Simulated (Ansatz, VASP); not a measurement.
One calculation of Ni2Pt3, two programs

```xyz
10
Lattice="2.7354 0.0000 0.0000 -1.3677 2.3689 0.0000 0.0000 0.0000 21.7632" Properties=species:S:1:pos:R:3 pbc="T T T"
Ni    0.0000    0.0000    0.0000
Ni    0.0000    1.5793    6.6581
Ni    0.0000    1.5793   10.8816
Ni    0.0000    1.5793   15.1051
Pt    0.0000    0.0000    4.5567
Pt    0.0000    0.0000    8.7709
Pt    0.0000    0.0000   12.9923
Pt    0.0000    0.0000   17.2065
Pt    0.0000    1.5793    2.1057
Pt    0.0000    1.5793   19.6575
```

Alike in both runs: task single point; functional PBE; k mesh 6 × 6 × 1; occupations gaussian, width 0.1 eV; collinear spin.

|  | VASP | Ansatz |
| --- | --- | --- |
| version | VASP 6.6.1 | Ansatz 0.2.0 |
| potentials or method | VASP PAW PBE potentials, release 64 (Ni, Pt), cutoff 520 eV | scalar-relativistic, plane waves, PAW |
| valence electrons in the cell | 100 | 180 |

Ansatz gave:

| Property | Result |
| --- | --- |
| gap on the k mesh at the Fermi level (eV) | none |
| pressure (GPa) | -0.7 |
| traceless stress, the component that is largest in VASP (GPa) | 1.24 |
| rms of the force components (eV/Å) | 0.022 |
| net moment per atom (μB) | 0.47 |
| size of the moment on the site where the two differ most (μB) | 0.89 |

**Question.** Which values does VASP return?

**Answer.** gap on the k mesh at the Fermi level (eV): none; pressure (GPa): -0.9; traceless stress, the component that is largest in VASP (GPa): 1.13; rms of the force components (eV/Å): 0.022; net moment per atom (μB): 0.46; size of the moment on the site where the two differ most (μB): 0.86.

Site moments also hang on the region over which each program counts them. Atom by atom the forces differ by 0.003 eV/Å (rms over components). A gap of «none» marks a metal or a gap that the smearing closes. VASP's potentials hold 100 valence electrons a cell and Ansatz's 180, so a difference there can come from the potentials and not from the codes.

The k mesh is coarse, so the values compare programs but aren't converged. Spin-orbit coupling is off throughout.
